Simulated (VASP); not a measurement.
# Co14NiW5 in VASP: notebook, part 3 of 3

VASP 6.6.1. Earlier steps stand in the parts before.

### 5 Single point, PBE

INCAR

```
PREC     = Accurate       # precision mode
ENCUT    = 400            # plane-wave cutoff, eV
EDIFF    = 1E-6           # SCF threshold, eV
ISMEAR   = -1             # smearing method
SIGMA    = 0.2809         # smearing width, eV
LREAL    = Auto         
LASPH    = T              # aspherical terms in the spheres
NELM     = 120            # most SCF steps
ALGO     = Normal         # electronic algorithm
ISIF     = 2              # what is computed and relaxed
LWAVE    = F              # write WAVECAR
LCHARG   = T              # write CHGCAR
GGA      = PE             # functional
LELF     = T              # ELF
LVHAR    = T            
NBANDS   = 119            # bands
ISYM     = -1           
GGA_COMPAT= F
```

KPOINTS

```
explicit points
1
Reciprocal
  0.25000000   0.25000000   0.25000000 1
```

POSCAR

```
Co14NiW5
1.0
    6.4067140000     -0.0639040000     -0.2633820000
   -0.0639040000      6.1558140000      0.0545630000
   -0.2633820000      0.0545630000      6.6380590000
Co W Ni
14 5 1
Direct
    0.7585726353      0.9394070444      0.4892287808
    0.6145664124      0.2063328848      0.6957716992
    0.2730927528      0.5222627411      0.8444445121
    0.3266610463      0.3541878381      0.2422977995
    0.5122548612      0.6094460218      0.5702908797
    0.5444748828      0.0727872050      0.1515610806
    0.2809655371      0.8115529321      0.1285105333
    1.0165200206      0.2687039528      0.9431691978
   -0.0379893113      0.5512794140      0.0622912271
    0.6798392027      0.4710158914      1.0040911611
    0.3529185491      1.0142500972      0.5117379742
    0.6261945899      0.7389560826      0.2185206131
    0.8317607006      0.5235161699      0.7240743392
    0.2938723849      0.1094391329      0.9263910383
    0.1137669716      0.6358674832      0.4138740459
    0.0443715337      0.8916736237      0.7785961642
    0.7039498554      0.8684101936      0.8962590805
    0.9535467788      0.9920682388      0.2146857746
    0.7625272662      0.3696543150      0.4164055348
    0.0461756710      0.2351819749      0.6052511143
```

Potentials or basis: VASP PAW PBE potentials, release 64 (Co, W_sv, Ni).

Launch:

```
> cat potpaw_PBE.64/Co/POTCAR potpaw_PBE.64/W_sv/POTCAR potpaw_PBE.64/Ni/POTCAR > POTCAR
> mpirun -np 1 vasp_std > vasp.out
```

OUTCAR:

```text
PREC = Accurate
   ENCUT = 400
   EDIFF = 1E-6
   ISMEAR = -1
   LREAL = Auto
   LASPH = T
   NELM = 120
   ISIF = 2
   GGA = PE
   ISYM = -1

 ion  position               nearest neighbor table
   1  0.759  0.939  0.489-  12 2.29  18 2.31   2 2.40  16 2.56   5 2.62  20 2.64   6 2.66  11 2.67
                            19 2.68  17 2.78  13 3.00  15 3.05
   2  0.615  0.206  0.696-  11 2.31  19 2.35  13 2.38   1 2.40  17 2.50  10 2.64   5 2.68  14 2.71
                            20 2.88   8 2.96
   3  0.273  0.522  0.844-   8 2.37   5 2.52   9 2.57  14 2.59   7 2.61  20 2.72  16 2.74  10 2.76
                             4 2.82  13 2.88  15 3.03
   4  0.327  0.354  0.242-   6 2.36  15 2.57  14 2.60  11 2.73   8 2.75   3 2.82   9 2.83   5 2.87
                             7 2.92  10 2.94  19 2.94  12 3.03  18 3.23
   5  0.512  0.609  0.570-  13 2.28  19 2.49   3 2.52  12 2.61   1 2.62   2 2.68  15 2.69  11 2.72
                             4 2.87  17 2.89  10 3.10
   6  0.544  0.073  0.152-  14 2.12  12 2.16   7 2.31   4 2.36  17 2.43   1 2.66  18 2.68  10 2.77
                            11 2.79  19 2.83
   7  0.281  0.812  0.129-  14 2.26  12 2.30   6 2.31  15 2.47  18 2.51   9 2.59   3 2.61  16 2.71
                            11 2.85   4 2.92  17 3.24
[... 176 lines left out ...]
      2     -64.5775      2.00000
      3     -64.4897      2.00000
      4     -64.4582      2.00000
      5     -64.2930      2.00000
      6     -29.3841      2.00000
[... 107 lines left out ...]
    114      10.2031      0.14314
    115      10.2797      0.11088
 [bands above 115 left out]

------------------------ aborting loop because EDIFF is reached ----------------------------------------

  FORCE on cell =-STRESS in cart. coord.  units (eV):
  Direction    XX          YY          ZZ          XY          YZ          ZX
  --------------------------------------------------------------------------------------
  -------------------------------------------------------------------------------------
  Total       14.6052097      8.6349744      6.7173445     -2.4971543      3.3590715      1.0861667
  in kB       89.5445414     52.9410287     41.1840393    -15.3100534     20.5944674      6.6592880
  external PRESSURE =      61.2232031 kB  Pullay stress =       0.0000000 kB

 VOLUME and BASIS-vectors are now :
 -----------------------------------------------------------------------------
  energy-cutoff  :      400.00
  volume of cell :      261.32
      direct lattice vectors                 reciprocal lattice vectors
     6.406714000 -0.063904000 -0.263382000     0.156356410  0.001568274  0.006190950
    -0.063904000  6.155814000  0.054563000     0.001568274  0.162475619 -0.001273279
    -0.263382000  0.054563000  6.638059000     0.006190950 -0.001273279  0.150902554

 POSITION                                       TOTAL-FORCE (eV/Angst)
 -----------------------------------------------------------------------------------
      4.67107      5.76103      3.09899        -0.487429      0.035294      1.466370
      3.74091      1.26884      4.46797        -0.967744      0.290418      1.717265
      1.49384      3.24358      5.56204         0.180319      0.624326     -0.521483
      2.00637      2.17266      1.54168        -0.350309      1.050141      0.070354
      3.09272      3.75002      3.68396        -1.204872      0.356541     -0.344538
      3.44373      0.42154      0.86664         1.401225      2.211926      1.702588
[... 12 lines left out ...]
      4.75200      2.24952      2.58346        -2.059887      0.198941     -4.397026
      0.12139      1.47781      4.01836         2.131839      0.256279     -0.975607
 -----------------------------------------------------------------------------------
    total drift:                                0.003415      0.004268     -0.012646

  FREE ENERGIE OF THE ION-ELECTRON SYSTEM (eV)
  ---------------------------------------------------
  free  energy   TOTEN  =      -158.8851671429 eV

  energy  without entropy=     -150.3875478947  energy(sigma->0) =     -154.63635752
```

Run time: 3.7 min. Hardware: 1 thread of AMD EPYC 7R13, shared host; peak memory 0.25 GiB.

What came out:

* Free energy: -158.8852 eV
* Pressure: 6.1 GPa
* Largest force: 8.418 eV/Å

Forces on the atoms (eV/Å):
```
Co  -0.487  0.035  1.466
Co  -0.968  0.290  1.717
Co   0.180  0.624 -0.521
Co  -0.350  1.050  0.070
Co  -1.205  0.357 -0.345
Co   1.401  2.212  1.703
Co  -0.163 -1.430 -0.124
Co  -2.178 -2.331  0.054
Co   5.475  5.243  3.660
Co  -7.349 -3.735 -0.026
Co  -0.178 -0.800 -0.532
Co   0.137 -2.767  2.169
Co   2.399  1.460 -1.149
Co   2.925  1.539 -1.888
W   -0.132  0.053  1.689
W    2.358 -3.535 -1.187
W   -3.766  0.589 -1.380
W    1.828  0.691 -0.005
W   -2.060  0.199 -4.397
Ni   2.132  0.256 -0.976
```

Caveat: atoms lie so close that the PAW spheres overlap strongly, which falsifies energies and pressures; the atoms stand as in a frame of molecular dynamics; spin-orbit coupling is left out, which moves the levels of the heavy elements; the run has no spin polarisation, though such a crystal can be magnetic. Spin polarisation is off, so any magnetic state and its effect on volume and gap are missing.

### 6 Single point, PBE

INCAR

```
ALGO = Normal ; EDIFF = 1E-6
ENCUT = 400 ; GGA = PE
GGA_COMPAT = F ; ISIF = 2
ISMEAR = -1 ; ISYM = -1
LASPH = T ; LCHARG = F
LREAL = Auto ; LWAVE = F
NBANDS = 119 ; NELM = 120
PREC = Accurate ; SIGMA = 0.2025
```

KPOINTS is that of step 5.

POSCAR

```
Co14NiW5
1.0
    6.4067140000     -0.0639040000     -0.2633820000
   -0.0639040000      6.1558140000      0.0545630000
   -0.2633820000      0.0545630000      6.6380590000
Co W Ni
14 5 1
Direct
    0.7583012064      0.9986280885      0.5385281667
    0.6083654127      0.2654772255      0.6945468947
    0.2749564877      0.5097620221      0.8357243351
    0.3326756272      0.4608839800      0.1815927758
    0.4712205977      0.5558603045      0.5201187000
    0.5483219137      0.1446378588      0.1988015242
    0.2398673416      0.8469579983      0.0727705450
   -0.0880560134      0.2426879972      0.8976907023
    0.9996346359      0.5225312323      0.0817875976
    0.6120088456      0.4382192406     -0.0066038043
    0.3999296382     -0.0025404673      0.5055210994
    0.6349588298      0.7688291716      0.2381839481
    0.8545328961      0.5422740326      0.7279289752
    0.3093687686      0.1252317501      0.8649733522
    0.1057550200      0.6530026202      0.4482982430
    0.0809387185      0.8735470212      0.7444664857
    0.6930808514      0.8801503092      0.8836582169
    0.9414942521      0.9825166566      0.1711683465
    0.7208175753      0.4126237199      0.3572064344
    0.0476620291      0.2761748707      0.5313245018
```

Potentials or basis: VASP PAW PBE potentials, release 64 (Co, W_sv, Ni).

Launch:

```
> cat potpaw_PBE.64/Co/POTCAR potpaw_PBE.64/W_sv/POTCAR potpaw_PBE.64/Ni/POTCAR > POTCAR
> mpirun -np 1 vasp_std > vasp.out
```

OUTCAR:

```text
EDIFF = 1E-6
   ENCUT = 400
   GGA = PE
   ISIF = 2
   ISMEAR = -1
   ISYM = -1
   LASPH = T
   LREAL = Auto
   NELM = 120
   PREC = Accurate

 ion  position               nearest neighbor table
   1  0.758  0.999  0.539-   2 2.23  11 2.29  17 2.46  20 2.50  16 2.51  12 2.53   6 2.68  18 2.80
                            19 2.81   8 2.93  13 3.11  15 3.21
   2  0.608  0.265  0.695-   1 2.23  10 2.27   5 2.27   8 2.28  13 2.30  11 2.41  14 2.44  19 2.55
                            17 2.71   3 2.87  20 3.10
   3  0.275  0.510  0.836-   4 2.31  10 2.37  14 2.39   9 2.50   5 2.54  16 2.62   7 2.65  13 2.74
                            20 2.80  15 2.84   2 2.87   8 2.87
   4  0.333  0.461  0.182-   9 2.22  10 2.27   3 2.31   6 2.41   5 2.43   7 2.54  19 2.68  15 2.69
                            12 2.69  14 2.97
   5  0.471  0.556  0.520-  19 2.21   2 2.27   4 2.43  15 2.44   3 2.54  12 2.55  13 2.72  11 2.76
[... 5 lines left out ...]
   8  0.912  0.243  0.898-  13 2.17   9 2.17   2 2.28  18 2.40  10 2.42  17 2.61  20 2.65  14 2.69
                            16 2.78   3 2.87   1 2.93
   9  1.000  0.523  0.082-   8 2.17   4 2.22  13 2.46   7 2.50   3 2.50  10 2.55  15 2.61  19 2.73
                            18 2.94  12 3.07  16 3.15  17 3.18
  10  0.612  0.438  0.993-   2 2.27   4 2.27   6 2.30   3 2.37   8 2.42  19 2.46  13 2.51   9 2.55
                            12 2.62  14 2.80  17 2.85
  11  0.400  0.997  0.506-   1 2.29   2 2.41   6 2.47  14 2.64   5 2.76  16 2.78  15 2.82  12 2.83
                            20 2.88  17 3.10   7 3.12
  12  0.635  0.769  0.238-  19 2.38   6 2.40  18 2.41  17 2.50   1 2.53   5 2.55  10 2.62   4 2.69
                             7 2.73  11 2.83   9 3.07  15 3.31
  13  0.855  0.542  0.728-   8 2.17   2 2.30   9 2.46  16 2.48  10 2.51  20 2.52  17 2.61  15 2.63
                            19 2.67   5 2.72   3 2.74   1 3.11
  14  0.309  0.125  0.865-  16 2.22   7 2.24   3 2.39   2 2.44   6 2.59  11 2.64   8 2.69  10 2.80
                            20 2.83  17 2.91   4 2.97
  15  0.106  0.653  0.448-  20 2.40  16 2.43   5 2.44   9 2.61  13 2.63   4 2.69  11 2.82   3 2.84
                            18 2.87  19 2.88   7 2.93   1 3.21  12 3.31
  16  0.081  0.874  0.744-  14 2.22   7 2.34  15 2.43  13 2.48   1 2.51   3 2.62  17 2.72  11 2.78
                             8 2.78  20 2.84  18 3.13   9 3.15
  17  0.693  0.880  0.884-   1 2.46  18 2.47  12 2.50  13 2.61   8 2.61   2 2.71  16 2.72  10 2.85
                             6 2.90  14 2.91  11 3.10   9 3.18   7 3.26
  18  0.941  0.983  0.171-   7 2.25   8 2.40  12 2.41  17 2.47   6 2.75   1 2.80  15 2.87   9 2.94
                            20 3.05  16 3.13  19 3.33
[... 132 lines left out ...]
   NGX = 21   NGY = 21   NGZ = 21

 number of electron     205.9999986 magnetization

 Free energy of the ion-electron system (eV)
  ---------------------------------------------------
  ext. energy  EPLUGINS =         0.00000000
  ---------------------------------------------------
  free energy    TOTEN  =      -159.28578276 eV

  energy without entropy =     -154.89769397  energy(sigma->0) =     -157.09173836

 E-fermi :   9.4291     XC(G=0): -12.9118

 val. band max:        9.4253149984   @ k =   0.2500   0.2500   0.2500
 cond. band min:       9.4411268405   @ k =   0.2500   0.2500   0.2500
 fundamental gap:      0.0158118420
 Fermi energy:         9.4291431506

 k-point     1 :       0.2500    0.2500    0.2500
  band No.  band energies     occupation
      1     -64.6962      2.00000
      2     -64.5814      2.00000
      3     -64.5781      2.00000
      4     -64.4491      2.00000
      5     -64.3262      2.00000
      6     -29.3795      2.00000
[... 107 lines left out ...]
    114      10.2104      0.04134
    115      10.2822      0.02918
 [bands above 115 left out]

------------------------ aborting loop because EDIFF is reached ----------------------------------------

  FORCE on cell =-STRESS in cart. coord.  units (eV):
  Direction    XX          YY          ZZ          XY          YZ          ZX
  --------------------------------------------------------------------------------------
  -------------------------------------------------------------------------------------
  Total        1.9017992      6.5475363      3.9534503      2.2607793      2.1411836      5.3567198
  in kB       11.6599308     40.1429453     24.2386043     13.8608383     13.1275968     32.8420493
  external PRESSURE =      25.3471601 kB  Pullay stress =       0.0000000 kB

 VOLUME and BASIS-vectors are now :
 -----------------------------------------------------------------------------
  energy-cutoff  :      400.00
  volume of cell :      261.32
      direct lattice vectors                 reciprocal lattice vectors
     6.406714000 -0.063904000 -0.263382000     0.156356410  0.001568274  0.006190950
    -0.063904000  6.155814000  0.054563000     0.001568274  0.162475619 -0.001273279
    -0.263382000  0.054563000  6.638059000     0.006190950 -0.001273279  0.150902554

 POSITION                                       TOTAL-FORCE (eV/Angst)
 -----------------------------------------------------------------------------------
      4.65256      6.12829      3.42955         1.325808     -0.816601     -1.655983
      3.69773      1.63325      4.46470        -1.262067     -0.629313      0.352831
      1.50888      3.16603      5.50298        -0.777194      0.318961     -1.013031
      2.05408      2.82576      1.14295        -0.100360     -0.180024      1.360670
      2.84646      3.42004      3.35880        -1.323962      2.259231      1.815093
      3.45134      0.86617      1.18313        -1.447504     -2.562600     -0.791168
[... 12 lines left out ...]
      4.49762      2.51346      2.20382         2.681701     -1.182872      0.331821
      0.14777      1.72603      3.52948         1.277524     -1.419792      0.533286
 -----------------------------------------------------------------------------------
    total drift:                                0.003899      0.006868     -0.006994

  FREE ENERGIE OF THE ION-ELECTRON SYSTEM (eV)
  ---------------------------------------------------
  free  energy   TOTEN  =      -159.2857827564 eV

  energy  without entropy=     -154.8976939718  energy(sigma->0) =     -157.09173836
```

It took 3.5 min on 1 thread of AMD EPYC 7R13, shared host; peak memory 0.25 GiB.

Results:

```
Free energy   : -159.2858 eV
Pressure      : 2.5 GPa
Largest force : 3.998 eV/Å
```

Forces on the atoms (eV/Å):
```
Co   1.326 -0.817 -1.656
Co  -1.262 -0.629  0.353
Co  -0.777  0.319 -1.013
Co  -0.100 -0.180  1.361
Co  -1.324  2.259  1.815
Co  -1.448 -2.563 -0.791
Co   2.815 -1.896  2.114
Co   0.792 -2.328 -0.909
Co  -0.966  2.148  0.979
Co   0.646  1.675 -1.164
Co  -1.482 -0.663  0.059
Co  -0.770 -0.352 -0.051
Co  -0.656  1.803 -0.918
Co   1.952  2.234 -0.094
W    0.542 -0.222 -3.302
W   -0.898  0.670  0.786
W   -3.278 -0.563 -1.089
W    0.930  1.708  2.656
W    2.682 -1.183  0.332
Ni   1.278 -1.420  0.533
```

Stress tensor (GPa, compression positive):
```
1.17 1.39 3.28
1.39 4.01 1.31
3.28 1.31 2.42
```

Levels at points of the mesh, in eV from the Fermi level:
```
           k point  band 101  band 102  band 103  band 104  band 105  band 106
(0.25, 0.25, 0.25)     -0.16     -0.12      0.00      0.01      0.06      0.11
```

Caveat: the atoms stand as in a frame of molecular dynamics; spin-orbit coupling is left out, which moves the levels of the heavy elements; the run has no spin polarisation, though such a crystal can be magnetic. Spin polarisation is off, so any magnetic state and its effect on volume and gap are missing.

### 7 Summary

| cell | smearing | pressure (GPa) | largest force (eV/Å) |
| --- | --- | --- | --- |
| as given, atomic positions A | fermi-dirac 0.05 eV | -18.1 | 1.39 |
| as given, atomic positions B | fermi-dirac 0.2809 eV | 1.1 | 4.98 |
| as given, atomic positions C | fermi-dirac 0.2809 eV | 6.7 | 8.15 |
| as given, atomic positions D | fermi-dirac 0.2809 eV | 6.1 | 8.42 |
| as given, atomic positions E | fermi-dirac 0.2025 eV | 2.5 | 4.00 |

Alike in all rows: task single point; level PBE; potentials or basis VASP PAW PBE potentials, release 64 (Co, W_sv, Ni); no spin polarisation; k mesh 1 × 1 × 1, shifted; cutoff (eV) 400.

Caveats: the atoms stand as in a frame of molecular dynamics; spin-orbit coupling is left out, which moves the levels of the heavy elements; the run has no spin polarisation, though such a crystal can be magnetic; atoms lie so close that the PAW spheres overlap strongly, which falsifies energies and pressures (at least some runs).

Absolute energies hang on the potentials; compare differences alone.
